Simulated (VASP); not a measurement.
# CoO (Fm-3m) in VASP: a series of runs

CoO is run at these levels: PBEsol; tasks: single point, relaxation of cell and atoms.

Program: VASP 6.6.1. These are calculated values, not measurements. Logs are shortened: lines on timing, memory, paths and dates and some standing lists are left out, and cuts for length are marked.

### 1 The cell of the first run

It takes space group Fm-3m (No. 225, cubic). The conventional cell has a = 4.301 Å, b = 4.301 Å, c = 4.301 Å, α = 90.00°, β = 90.00°, γ = 90.00°. Within 2.8 Å of Co (site symmetry m-3m) lie 6 O at 2.15 Å. O (site symmetry m-3m) has 6 Co at 2.15 Å within 2.8 Å.

### 2 Single point, PBEsol, collinear spin, ferromagnetic start (volume scaled by 1.10)

Input file INCAR:

```
SYSTEM = CoO
PREC = Accurate
ENCUT = 600
EDIFF = 1E-6
ISMEAR = 0
SIGMA = 0.1
LREAL = .False.
LASPH = .True.
NELM = 200
ALGO = Normal
ISIF = 2
LWAVE = .False.
LCHARG = .False.
ISPIN = 2
MAGMOM = 2.57 0.32
LORBIT = 11
LMAXMIX = 4
GGA = PS
NBANDS = 18
GGA_COMPAT = .False.
```

Input file KPOINTS:

```
Automatic mesh
0
Gamma
  18 18 18
  0 0 0
```

Input file POSCAR:

```
CoO
1.0
    0.0000000000      2.1507103679      2.1507103679
    2.1507103679      0.0000000000      2.1507103679
    2.1507103679      2.1507103679      0.0000000000
Co O
1 1
Direct
    0.0000000000      0.0000000000      0.0000000000
    0.5000000000      0.5000000000      0.5000000000
```

Potentials or basis: VASP PAW PBE potentials, release 64 (Co, O).

Started as:

```console
$ cat potpaw_PBE.64/Co/POTCAR potpaw_PBE.64/O/POTCAR > POTCAR
$ mpirun -np 1 vasp_std > vasp.out
```

OUTCAR:

```text
SYSTEM = CoO
   PREC = Accurate
   ENCUT = 600
   EDIFF = 1E-6
   ISMEAR = 0
   LREAL = .False.
   LASPH = .True.
   NELM = 200
   ISIF = 2
   ISPIN = 2
   LORBIT = 11
   GGA = PS

 ion  position               nearest neighbor table
   1  0.000  0.000  0.000-   2 2.15   2 2.15   2 2.15   2 2.15   2 2.15   2 2.15
   2  0.500  0.500  0.500-   1 2.15   1 2.15   1 2.15   1 2.15   1 2.15   1 2.15

  LATTYP: Found a face centered cubic cell.
 ALAT       =     4.3014207358

  Lattice vectors:

 A1 = (   0.0000000000,   2.1507103679,   2.1507103679)
 A2 = (   2.1507103679,   0.0000000000,   2.1507103679)
 A3 = (   2.1507103679,   2.1507103679,   0.0000000000)

Analysis of symmetry for initial positions (statically):
=====================================================================
 Subroutine PRICEL returns:
 Original cell was already a primitive cell.

 Routine SETGRP: Setting up the symmetry group for a
 face centered cubic supercell.

 Subroutine GETGRP returns: Found 48 space group operations
 (whereof 48 operations were pure point group operations)
 out of a pool of 48 trial point group operations.

The static configuration has the point symmetry O_h .

Analysis of symmetry for dynamics (positions and initial velocities):
=====================================================================
 Subroutine PRICEL returns:
 Original cell was already a primitive cell.

 Routine SETGRP: Setting up the symmetry group for a
 face centered cubic supercell.

 Subroutine GETGRP returns: Found 48 space group operations
 (whereof 48 operations were pure point group operations)
 out of a pool of 48 trial point group operations.

The dynamic configuration has the point symmetry O_h .

Analysis of structural, dynamic, and magnetic symmetry:
=====================================================================
 Subroutine PRICEL returns:
 Original cell was already a primitive cell.

 Routine SETGRP: Setting up the symmetry group for a
 face centered cubic supercell.

 Subroutine GETGRP returns: Found 48 space group operations
 (whereof 48 operations were pure point group operations)
 out of a pool of 48 trial point group operations.

The overall configuration has the point symmetry O_h .

 Subroutine INISYM returns: Found 48 space group operations
 (whereof 48 operations are pure point group operations),
 and found     1 'primitive' translations

----------------------------------------------------------------------------------------

                                     Primitive cell

  volume of cell :      19.8965

  direct lattice vectors                    reciprocal lattice vectors
     0.000000000  2.150710368  2.150710368    -0.232481327  0.232481327  0.232481327
     2.150710368  0.000000000  2.150710368     0.232481327 -0.232481327  0.232481327
     2.150710368  2.150710368  0.000000000     0.232481327  0.232481327 -0.232481327

  length of vectors
     3.041563771  3.041563771  3.041563771     0.402669470  0.402669470  0.402669470

  position of ions in fractional coordinates (direct lattice)
     0.000000000  0.000000000  0.000000000
     0.500000000  0.500000000  0.500000000

  ion indices of the primitive-cell ions
   primitive index   ion index
                 1           1
                 2           2

----------------------------------------------------------------------------------------

 KPOINTS: Automatic mesh

Automatic generation of k-mesh.
 Grid dimensions read from file:
 generate k-points for:   18   18   18

 Generating k-lattice:

  Cartesian coordinates                     Fractional coordinates (reciprocal lattice)
    -0.012915629  0.012915629  0.012915629     0.055555556  0.000000000  0.000000000
     0.012915629 -0.012915629  0.012915629     0.000000000  0.055555556  0.000000000
     0.012915629  0.012915629 -0.012915629     0.000000000  0.000000000  0.055555556

  Length of vectors
     0.022370526  0.022370526  0.022370526

  Shift w.r.t. Gamma in fractional coordinates (k-lattice)
     0.000000000  0.000000000  0.000000000

 Subroutine IBZKPT returns following result:
 ===========================================

 Found    195 irreducible k-points:

 Following reciprocal coordinates:
            Coordinates               Weight
  0.000000  0.000000  0.000000      1.000000
  0.055556  0.000000  0.000000      8.000000
  0.111111  0.000000  0.000000      8.000000
  0.166667  0.000000  0.000000      8.000000
  0.222222  0.000000  0.000000      8.000000
  0.277778  0.000000  0.000000      8.000000
[... 16 lines left out ...]
 -0.277778  0.055556  0.000000     24.000000
 -0.222222  0.055556  0.000000     24.000000
 [... further k-points ...]
   k-points           NKPTS =    195   k-points in BZ     NKDIM =    195   number of bands    NBANDS=     18
   number of dos      NEDOS =    301   number of ions     NIONS =      2
   total plane-waves  NPLWV =  13824
   dimension x,y,z NGX =    24 NGY =   24 NGZ =   24
   dimension x,y,z NGXF=    48 NGYF=   48 NGZF=   48
   ions per type =               1   1
   NGX,Y,Z   is equivalent  to a cutoff of  13.12, 13.12, 13.12 a.u.
   NGXF,Y,Z  is equivalent  to a cutoff of  26.24, 26.24, 26.24 a.u.
 SYSTEM =  CoO
   PREC   = accura    normal or accurate (medium, high low for compatibility)
   ISTART =      0    job   : 0-new  1-cont  2-samecut
   ICHARG =      2    charge: 1-file 2-atom 10-const
   ISPIN  =      2    spin polarized calculation?
   LNONCOLLINEAR =      F non collinear calculations
   LSORBIT =      F    spin-orbit coupling
   LASPH  =      T    aspherical Exc in radial PAW
   ENCUT  =  600.0 eV  44.10 Ry    6.64 a.u.   6.07  6.07  6.07*2*pi/ulx,y,z
   NELM   =    200;   NELMIN=  2; NELMDL= -5     # of ELM steps
   EDIFF  = 0.1E-05   stopping-criterion for ELM
   LREAL  =      F    real-space projection
   EDIFFG = 0.1E-04   stopping-criterion for IOM
   NSW    =      0    number of steps for IOM
   IBRION =     -1    ionic relax: 0-MD 1-quasi-New 2-CG
   NFREE  =      0    steps in history (QN), initial steepest desc. (CG)
   ISIF   =      2    stress and relaxation
   ISYM   =      2    0-nonsym 1-usesym 2-fastsym
   POTIM  = 0.5000    time-step for ionic-motion
   TEBEG  =    0.0;   TEEND  =   0.0 temperature during run
   PSTRESS=    0.0 pullay stress
   NELECT =      15.0000    total number of electrons
   NUPDOWN=      -1.0000    fix difference up-down
   EMIN   =  10.00;   EMAX   =-10.00  energy-range for DOS
   EFERMI =   0.00;   METHOD = LEGACY
   ISMEAR =     0;   SIGMA  =   0.10  broadening in eV -4-tet -1-fermi 0-gaus
   EFERMI_NEDOS =   21; number of points for ismear=-14 and -15
   IALGO  =     38    algorithm
   IMIX   =      4    mixing-type and parameters
     AMIX     =   0.40;   BMIX     =  1.00
     AMIX_MAG =   1.60;   BMIX_MAG =  1.00
  volume/ion in A,a.u.               =       9.95        67.13
  Fermi-wavevector in a.u.,A,eV,Ry     =   1.489978  2.815651 30.205421  2.220036
  Thomas-Fermi vector in A             =   2.602819
   LORBIT       =     11    0 simple, 1 ext, 2 COOP (PROOUT), +10 PAW based schemes
   GGA     = PS    functional components
   LHFCALC =     F    Hartree Fock is set to
   AEXX    =    0.0000 exact exchange contribution
   IVDW    =     0    specifies the selected vdW correction
   LEPSILON=     F    determine dielectric tensor
   LRPA    =     F    only Hartree local field effects (RPA)
 spin polarized calculation
 Gauss-broadening in eV      SIGMA  =   0.10
  energy-cutoff  :      600.00
  volume of cell :       19.90
 maximum number of plane-waves:       680
   NGX = 13   NGY = 13   NGZ = 13

 number of electron      15.0000005 magnetization       2.9851615

 Free energy of the ion-electron system (eV)
  ---------------------------------------------------
  ext. energy  EPLUGINS =         0.00000000
  ---------------------------------------------------
  free energy    TOTEN  =       -13.91006689 eV

  energy without entropy =      -13.89039961  energy(sigma->0) =      -13.90023325

 E-fermi :   7.4155     XC(G=0): -12.4941

 val. band max:        7.4152930503   @ k =  -0.4444   0.3889   0.1667
 cond. band min:       7.4170964240   @ k =   0.3889   0.2222   0.0000
 fundamental gap:      0.0018033738
 Fermi energy:         7.4154946854

 spin component 1

 k-point     1 :       0.0000    0.0000    0.0000
  band No.  band energies     occupation
      1     -12.5467      1.00000
      2       4.1269      1.00000
      3       4.1270      1.00000
      4       4.2917      1.00000
      5       4.2918      1.00000
      6       4.2918      1.00000
[... 10 lines left out ...]
     17      28.1761      0.00000
     18      31.7630      0.00000
[... 463 lines left out ...]
 k-point    24 :      -0.2222    0.0556    0.0000
  band No.  band energies     occupation
      1     -12.0134      1.00000
      2       1.3181      1.00000
      3       2.2047      1.00000
      4       2.4839      1.00000
      5       4.5642      1.00000
      6       4.5959      1.00000
[... 10 lines left out ...]
     17      33.7887      0.00000
     18      35.6047      0.00000

 [... further k-points ...]

 spin component 2

 k-point     1 :       0.0000    0.0000    0.0000
  band No.  band energies     occupation
      1     -11.9880      1.00000
      2       4.9466      1.00000
      3       4.9466      1.00000
      4       4.9466      1.00000
      5       6.3704      1.00000
      6       6.3704      1.00000
[... 10 lines left out ...]
     17      29.1251      0.00000
     18      32.5752      0.00000
[... 463 lines left out ...]
 k-point    24 :      -0.2222    0.0556    0.0000
  band No.  band energies     occupation
      1     -11.4367      1.00000
      2       2.0339      1.00000
      3       3.6355      1.00000
      4       3.7347      1.00000
      5       6.7452      1.00000
      6       6.8604      1.00000
[... 10 lines left out ...]
     17      34.2612      0.00000
     18      36.3751      0.00000

 [... further k-points ...]
[... 5 lines left out ...]
  --------------------------------------------------------------------------------------
  -------------------------------------------------------------------------------------
  Total       -1.9442051     -1.9442051     -1.9442051     -0.0000000      0.0000000      0.0000000
  in kB     -156.5585842   -156.5585842   -156.5585842     -0.0000000      0.0000000      0.0000000
  external PRESSURE =    -156.5585842 kB  Pullay stress =       0.0000000 kB

 VOLUME and BASIS-vectors are now :
 -----------------------------------------------------------------------------
  energy-cutoff  :      600.00
  volume of cell :       19.90
      direct lattice vectors                 reciprocal lattice vectors
     0.000000000  2.150710368  2.150710368    -0.232481327  0.232481327  0.232481327
     2.150710368  0.000000000  2.150710368     0.232481327 -0.232481327  0.232481327
     2.150710368  2.150710368  0.000000000     0.232481327  0.232481327 -0.232481327

 POSITION                                       TOTAL-FORCE (eV/Angst)
 -----------------------------------------------------------------------------------
      0.00000      0.00000      0.00000        -0.000000      0.000000     -0.000000
      2.15071      2.15071      2.15071         0.000000     -0.000000      0.000000
 -----------------------------------------------------------------------------------
    total drift:                                0.000000     -0.000000     -0.000000

  FREE ENERGIE OF THE ION-ELECTRON SYSTEM (eV)
  ---------------------------------------------------
  free  energy   TOTEN  =       -13.9100668944 eV

  energy  without entropy=      -13.8903996149  energy(sigma->0) =      -13.90023325

 total charge

# of ion       s       p       d       tot
------------------------------------------
    1        0.290   0.342   7.120   7.751
    2        1.547   3.388   0.000   4.935
--------------------------------------------------
tot          1.836   3.731   7.120  12.687

 magnetization (x)

# of ion       s       p       d       tot
------------------------------------------
    1        0.019   0.017   2.567   2.603
    2        0.028   0.300   0.000   0.328
--------------------------------------------------
tot          0.048   0.317   2.567   2.931
```

Run time: 2.5 min. Hardware: 1 thread of AMD EPYC 9R14 (Zen 4), shared host; peak memory 0.22 GiB.

What came out:

```yaml
Free_energy: -13.9101 eV
Pressure: -15.7 GPa
Band_gap_on_the_k_mesh: zero (filled and empty bands overlap)
Net_moment: 2.99 μB per cell
Site_moments: Co +2.60; O +0.33 μB
Valence_electrons_inside_the_program's_atomic_spheres: Co 7.75; O 4.93
```

Caveat: the cell differs from its parent crystal (volume scaled by 1.10); the PAW data sets were made with another functional, which shifts forces and pressure a little; a cell with one magnetic atom can't hold antiferromagnetic order, which such compounds often take; semilocal functionals often make such compounds metallic where correlation or magnetic order opens a gap, which also shifts bond lengths.

### 3 Relaxation of cell and atoms, PBEsol, collinear spin, ferromagnetic start

This run uses another cell than the first one, of 9.10 Å³/atom, 0.914 times its volume.

Input file INCAR:

```
SYSTEM = CoO
PREC     = Accurate       ! precision mode
ENCUT    = 600            ! plane-wave cutoff, eV
EDIFF    = 1E-6           ! SCF threshold, eV
ISMEAR   = 0              ! smearing method
SIGMA    = 0.1            ! smearing width, eV
LREAL    = .FALSE.        ! projectors in reciprocal space
LASPH    = .TRUE.         ! aspherical terms in the spheres
NELM     = 150            ! most SCF steps
ALGO     = Normal         ! electronic algorithm
ISIF     = 3              ! what is computed and relaxed
LWAVE    = .FALSE.        ! write WAVECAR
LCHARG   = .FALSE.        ! write CHGCAR
ISPIN    = 2              ! spin polarisation
MAGMOM   = 2.63 0.34      ! initial moments
LORBIT   = 11             ! projections on sites
LMAXMIX  = 4              ! l up to which the mixer works
GGA      = PS             ! functional
IBRION   = 2              ! ionic algorithm
NSW      = 100            ! ionic steps
EDIFFG   = -0.005         ! ionic threshold
```

Input file KPOINTS:

```
regular mesh
0
G
  18 18 18
  0 0 0
```

Input file POSCAR:

```
CoO
1.0
    0.0000000000      2.0874074520      2.0874074520
    2.0874074520      0.0000000000      2.0874074520
    2.0874074520      2.0874074520      0.0000000000
Co O
1 1
Direct
    0.0000000000      0.0000000000      0.0000000000
    0.5000000000      0.5000000000      0.5000000000
```

Potentials or basis: VASP PAW PBE potentials, release 64 (Co, O).

Started as:

```console
$ cat potpaw_PBE.64/Co/POTCAR potpaw_PBE.64/O/POTCAR > POTCAR
$ mpirun -np 1 vasp_std > vasp.out
```

OUTCAR:

```text
SYSTEM = CoO
   PREC = Accurate
   ENCUT = 600
   EDIFF = 1E-6
   ISMEAR = 0
   LREAL = .FALSE.
   LASPH = .TRUE.
   NELM = 150
   ISIF = 3
   ISPIN = 2
   LORBIT = 11
   GGA = PS
   IBRION = 2
   NSW = 100
   EDIFFG = -0.005

 ion  position               nearest neighbor table
   1  0.000  0.000  0.000-   2 2.09   2 2.09   2 2.09   2 2.09   2 2.09   2 2.09
   2  0.500  0.500  0.500-   1 2.09   1 2.09   1 2.09   1 2.09   1 2.09   1 2.09

  LATTYP: Found a face centered cubic cell.
 ALAT       =     4.1748149040

  Lattice vectors:

 A1 = (   0.0000000000,   2.0874074520,   2.0874074520)
 A2 = (   2.0874074520,   0.0000000000,   2.0874074520)
 A3 = (   2.0874074520,   2.0874074520,   0.0000000000)

Analysis of symmetry for initial positions (statically):
=====================================================================
 Subroutine PRICEL returns:
 Original cell was already a primitive cell.

 Routine SETGRP: Setting up the symmetry group for a
 face centered cubic supercell.
[... 624 lines left out ...]
      5       6.0797      1.00000
      6       6.1359      1.00000
      7       6.5581      1.00000
      8       7.5791      1.00000
      9       8.2018      1.00000
     10      12.8247      0.00000
     11      20.8239      0.00000
     12      24.3718      0.00000

 [... further k-points ...]

 spin component 2

 k-point     1 :       0.0000    0.0000    0.0000
  band No.  band energies     occupation
      1     -11.6141      1.00000
      2       5.8173      1.00000
      3       5.8173      1.00000
      4       5.8173      1.00000
      5       7.5927      1.00000
      6       7.5928      1.00000
      7       7.5928      1.00000
      8       8.5935      0.99997
      9       8.5936      0.99997
     10      10.6256      0.00000
     11      25.6218      0.00000
     12      27.9203      0.00000
[... 374 lines left out ...]
  FREE ENERGIE OF THE ION-ELECTRON SYSTEM (eV)
  ---------------------------------------------------
  free  energy   TOTEN  =       -14.0013885060 eV

  energy  without entropy=      -13.9812053359  energy(sigma->0) =      -13.99129692

 reached required accuracy - stopping structural energy minimisation

 total charge

# of ion       s       p       d       tot
------------------------------------------
    1        0.317   0.410   7.219   7.946
    2        1.549   3.428   0.000   4.977
--------------------------------------------------
tot          1.866   3.838   7.219  12.922

 magnetization (x)

# of ion       s       p       d       tot
------------------------------------------
    1        0.021   0.019   2.333   2.373
    2        0.031   0.227   0.000   0.258
--------------------------------------------------
tot          0.051   0.246   2.333   2.631
```

OSZICAR:

```text
N       E                     dE             d eps       ncg     rms          rms(c)
DAV:   1     0.911271028185E+02    0.91127E+02   -0.79593E+03  9476   0.163E+03
DAV:   2    -0.932701130460E+01   -0.10045E+03   -0.89343E+02  9840   0.300E+02
[... 25 lines left out ...]
       N       E                     dE             d eps       ncg     rms          rms(c)
DAV:   1    -0.140037112476E+02   -0.25392E-02   -0.45738E-02  9984   0.365E+00    0.377E-01
DAV:   2    -0.140015976955E+02    0.21136E-02   -0.58282E-03 10776   0.141E+00    0.189E-01
DAV:   3    -0.140014679298E+02    0.12977E-03   -0.90832E-04 12700   0.612E-01    0.164E-01
DAV:   4    -0.140014116354E+02    0.56294E-04   -0.16062E-04 13540   0.318E-01    0.404E-02
DAV:   5    -0.140013894351E+02    0.22200E-04   -0.48923E-05 13372   0.966E-02    0.208E-02
DAV:   6    -0.140013885060E+02    0.92911E-06   -0.37785E-06  9488   0.354E-02
   3 F= -.14001389E+02 E0= -.13991297E+02  d E =-.134545E-02  mag=     2.6759
```

It took 4.1 min on 1 thread of Oxide Virtual Turin-like, shared host; peak memory 0.2 GiB.

What came out:

- Free energy: -14.0014 eV
- Relaxed volume: 8.99 Å³/atom
- Relaxed cell: a = 2.941 Å, b = 2.941 Å, c = 2.941 Å, α = 60.00°, β = 60.00°, γ = 60.00°
- Space group after relaxing (to 0.05 Å): Fm-3m (No. 225)
- Energy gained by relaxing: 0.7 meV/atom
- Ionic steps: 3
- Pressure after relaxing: 0.0 GPa
- Net moment: 2.68 μB per cell
- Site moments: Co +2.37; O +0.26 μB
- Valence electrons inside the program's atomic spheres: Co 7.95; O 4.98

Step by step:
| step | energy change (eV) | largest force (eV/Å) | pressure (GPa) | volume (Å³) |
| --- | --- | --- | --- | --- |
| 1 | 0.0000 | 0.0000 | -2.00 | 18.19 |
| 2 | -0.0011 | 0.0000 | 0.92 | 17.89 |
| 3 | -0.0013 | 0.0000 | 0.05 | 17.98 |

Final structure:
```
CELL_PARAMETERS angstrom
0.00000 2.07926 2.07926
2.07926 0.00000 2.07926
2.07926 2.07926 0.00000
ATOMIC_POSITIONS crystal
Co 0.00000 0.00000 0.00000
O 0.50000 0.50000 0.50000
```

Caveat: the PAW data sets were made with another functional, which shifts forces and pressure a little; a cell with one magnetic atom can't hold antiferromagnetic order, which such compounds often take; semilocal functionals often make such compounds metallic where correlation or magnetic order opens a gap, which also shifts bond lengths.
